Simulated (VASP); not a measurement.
Wanted: the native input for a VASP 6.6.1 run.

```yaml
Task: relaxation of cell and atoms
Functional: PBE
Potentials_or_basis: VASP PAW PBE potentials, release 64 (Si, Bi_d)
Cutoff: 600 eV
k_mesh: 6 × 6 × 2
Occupations: gaussian, width 0.1 eV
Spin: no spin polarisation
Dipole_correction: no
Further_INCAR_settings: ALGO = Normal; EDIFF = 1e-07; IBRION = 2; EDIFFG = -0.04; NSW = 90; ISIF = 3
```

The structure of Si3Bi lies in POSCAR:

```
Si3Bi
1.0
    1.6360068900     -2.3267749600      0.0000000000
    1.6360068900      2.3267749600      0.0000000000
    0.0000000000      0.0000000000      9.3052330400
Si Bi
3 1
Direct
    0.5000000000      0.5000000000      0.7507200200
    0.0000000000      0.0000000000      0.5000000000
    0.5000000000      0.5000000000      0.2492799800
    0.0000000000      0.0000000000      0.0000000000
```

The cell was generated, and may not be a known phase.

The input as run:

INCAR

```
SYSTEM = Si3Bi
PREC = Accurate
ENCUT = 600
EDIFF = 1E-7
ISMEAR = 0
SIGMA = 0.1
LREAL = .False.
LASPH = .True.
NELM = 60
ALGO = Normal
ISIF = 3
LWAVE = .False.
LCHARG = .False.
GGA = PE
IBRION = 2
NSW = 90
EDIFFG = -0.04
```

KPOINTS

```
Automatic mesh
0
Gamma
  6 6 2
  0 0 0
```

Potentials or basis: VASP PAW PBE potentials, release 64 (Si, Bi_d).

Run with:

```console
$ cat potpaw_PBE.64/Si/POTCAR potpaw_PBE.64/Bi_d/POTCAR > POTCAR
$ mpirun -np 1 vasp_std > vasp.out
```

It gave:

```json
{
 "Relaxed volume": "20.43 Å³/atom",
 "Relaxed cell": "a = 3.213 Å, b = 3.213 Å, c = 8.384 Å, α = 90.00°, β = 90.00°, γ = 109.19°",
 "Space group after relaxing (to 0.1 Å)": "Cmmm (No. 65)",
 "Energy gained by relaxing": "460.5 meV/atom",
 "Ionic steps": "28",
 "Pressure after relaxing": "-0.1 GPa",
 "Largest force after relaxing": "0.009 eV/Å"
}
```

Caveat: the k points lie up to 0.37 Å⁻¹ apart in the final cell; the volume moved by over 15 % at a fixed basis, so the end points are rough; the highest band is partly filled, so the run has too few bands.

Wall time 5.5 min on 1 thread of Intel(R) Xeon(R) 6975P-C (Granite Rapids), with other jobs on the host, peak memory 0.22 GiB.
